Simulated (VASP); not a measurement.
## Y: single point with r2SCAN

Y:

```
CELL_PARAMETERS angstrom
3.59098 0.00000 0.00000
-1.79549 3.10988 0.00000
0.00000 0.00000 11.47227
ATOMIC_POSITIONS crystal
Y 0.00000 0.00000 0.00000
Y 0.00000 0.00000 0.50000
Y 0.33333 0.66667 0.25000
Y 0.66667 0.33333 0.75000
```

* Program: VASP 6.6.1
* Task: single point
* Functional: r2SCAN
* Potentials or basis: VASP PAW PBE potentials, release 64 (Y_sv)
* Cutoff: 520 eV
* k mesh: 11 × 11 × 3
* Occupations: fermi-dirac, width 0.1 eV
* Spin: no spin polarisation

```yaml
Pressure: 1.7 GPa
Band_gap_on_the_k_mesh: zero (bands 22 and 23 overlap by 1.23 eV)
```

Levels at points of the mesh, in eV from the Fermi level:
| k point | band 18 | band 19 | band 20 | band 21 | band 22 | band 23 | band 24 | band 25 | band 26 | band 27 |
| --- | --- | --- | --- | --- | --- | --- | --- | --- | --- | --- |
| (0.00, 0.00, 0.00) | -3.51 | -3.49 | -1.97 | 0.67 | 0.92 | 0.98 | 1.85 | 1.85 | 1.93 | 1.93 |

Wall time 6.2 min on 1 thread of Intel(R) Xeon(R) 6975P-C (Granite Rapids), on a shared host, peak memory 0.33 GiB.

Caveat: the PAW data sets were made with another functional, which shifts forces and pressure a little.
